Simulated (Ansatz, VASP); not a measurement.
**MoS2: VASP beside Ansatz**

Contents of INCAR:

```
ALGO = Normal
EDIFF = 1E-6
ENCUT = 520
GGA = PS
ISIF = 2
ISMEAR = 0
LASPH = T
LCHARG = T
LELF = T
LREAL = F
LVHAR = T
LWAVE = F
NBANDS = 35
NELM = 100
PREC = Accurate
SIGMA = 0.05
```

Contents of KPOINTS:

```
k-points
0
Gamma
  12 12 2
```

The input POSCAR:

```
MoS2
1.0
    3.1414322073      0.0000000000      0.0000000000
   -1.5707161036      2.5981348915      0.0000000000
    0.0000000000      0.0000000000     12.5788196111
Mo S
2 4
Direct
    0.3333333333      0.6666666667      0.2500000000
    0.6666666667      0.3333333333      0.7500000000
    0.3333333333      0.6666666667      0.6260538431
    0.6666666667      0.3333333333      0.1260538431
    0.3333333333      0.6666666667      0.8739461569
    0.6666666667      0.3333333333      0.3739461569
```

Input for Ansatz:

```yaml
crystal:
  lattice:
    - [3.1414322073, 0.0, 0.0]
    - [-1.5707161036, 2.5981348915, 0.0]
    - [0.0, 0.0, 12.5788196111]
  atoms:
    - { symbol: Mo, position: [0.3333333333, 0.6666666667, 0.25] }
    - { symbol: Mo, position: [0.6666666667, 0.3333333333, 0.75] }
    - { symbol: S, position: [0.3333333333, 0.6666666667, 0.6260538431] }
    - { symbol: S, position: [0.6666666667, 0.3333333333, 0.1260538431] }
    - { symbol: S, position: [0.3333333333, 0.6666666667, 0.8739461569] }
    - { symbol: S, position: [0.6666666667, 0.3333333333, 0.3739461569] }
basis:
  ecutwfc: 420
kpoints:
  mp_grid: { grid: [12, 12, 2] }
hamiltonian:
  xc: pbesol
scf:
  occupations: { method: gaussian, width: 0.05 }
output:
  forces: true
  stress: true
  eigenvalues: true
```

Change from the starting cell: strain -0.0450 x Voigt [0, 1, 0, 0, 0, 0], atoms carried along.

Alike in both runs: task single point; functional PBEsol; k mesh 12 × 12 × 2; occupations gaussian, width 0.05 eV; no spin polarisation.

|  | VASP | Ansatz |
| --- | --- | --- |
| version | VASP 6.6.1 | Ansatz 0.2.0 |
| potentials or method | VASP PAW PBE potentials, release 64 (Mo_sv, S), cutoff 520 eV | scalar-relativistic, plane waves, PAW |
| valence electrons in the cell | 52 | 52 |

|  | VASP | Ansatz | Ansatz less VASP |
| --- | --- | --- | --- |
| gap on the k mesh at the Fermi level (eV) | 1.08 | 1.07 | -0.015 |
| least direct gap on the mesh (eV) | 1.98 | 1.97 | -0.006 |
| pressure (GPa) | 7.7 | 7.8 | +0.04 |
| traceless stress, the component that is largest in VASP (GPa) | 6.25 | 6.22 | -0.032 |
| rms of the force components (eV/Å) | 0.298 | 0.299 | +0.0008 |

VASP's potentials were made for PBE, not for PBEsol. Atom by atom the forces differ by 0.001 eV/Å (rms over components).
